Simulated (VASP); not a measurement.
Write the native input for VASP 6.6.1 that does the following.

| Item | Value |
| --- | --- |
| Task | single point |
| Functional | LDA |
| Potentials or basis | VASP PAW LDA potentials, release 64 (Pb_d) |
| Cutoff | 520 eV |
| k mesh | 9 × 9 × 9 |
| Occupations | fermi-dirac, width 0.05 eV |
| Spin | no spin polarisation |
| Dipole correction | no |
| Further INCAR settings | ALGO = Fast; EDIFF = 1e-06; NBANDS = 13 |

The structure of Pb lies in POSCAR:

```
Pb
1.0
   -2.0184862782      2.0184862782      2.0184862782
    2.0184862782     -2.0184862782      2.0184862782
    2.0184862782      2.0184862782     -2.0184862782
Pb
1
Direct
    0.0000000000      0.0000000000      0.0000000000
```

This isn't the form of Pb at room conditions, which is fcc.

One way to write it, as run:

INCAR

```
PREC = Accurate
ENCUT = 520
EDIFF = 1E-6
ISMEAR = -1
SIGMA = 0.05
LREAL = False
LASPH = True
NELM = 100
ALGO = Fast
ISIF = 2
LWAVE = False
LCHARG = False
GGA = CA
NBANDS = 13
```

KPOINTS

```
regular mesh
0
Gamma
  9 9 9
```

Potentials or basis: VASP PAW LDA potentials, release 64 (Pb_d).

Run with:

```sh
$ cat potpaw_LDA.64/Pb_d/POTCAR > POTCAR
$ mpirun -np 1 vasp_std > vasp.out
```

Results of the run:

The pressure is -5.0 GPa and the band gap on the k mesh is zero (bands 7 and 8 overlap by 8.71 eV).

Caveat: the cell stands under tension; spin-orbit coupling is left out, which moves the levels of the heavy elements.

Wall time 21 s on 1 thread of AMD EPYC 7R13 (shared host), peak memory 0.11 GiB.
